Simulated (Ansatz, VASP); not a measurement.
# W: VASP beside Ansatz

```xyz
7
Lattice="3.1836 0.0000 0.0000 0.0000 3.1836 0.0000 0.0000 0.0000 24.5507" Properties=species:S:1:pos:R:3 pbc="T T T"
W     1.5918    1.5918    7.5000
W     0.0000    0.0000    9.0918
W     1.5918    1.5918   10.6836
W     0.0000    0.0000   12.2753
W     1.5918    1.5918   13.8671
W     0.0000    0.0000   15.4589
W     1.5918    1.5918   17.0507
```

Alike in both runs: task single point; functional PBE; k mesh 1 × 1 × 1; occupations gaussian, width 0.1 eV; no spin polarisation.

```csv
,VASP,Ansatz
version,VASP 6.6.1,Ansatz 0.2.0
potentials or method,"VASP PAW PBE potentials, release 64 (W_sv), cutoff 520 eV","scalar-relativistic, plane waves, PAW"
valence electrons in the cell,98,98
```

|  | VASP | Ansatz | Ansatz less VASP |
| --- | --- | --- | --- |
| rms of the force components (eV/Å) | 1.050 | 1.045 | -0.0052 |

Atom by atom the forces differ by 0.024 eV/Å (rms over components).

Spin-orbit coupling is off throughout.
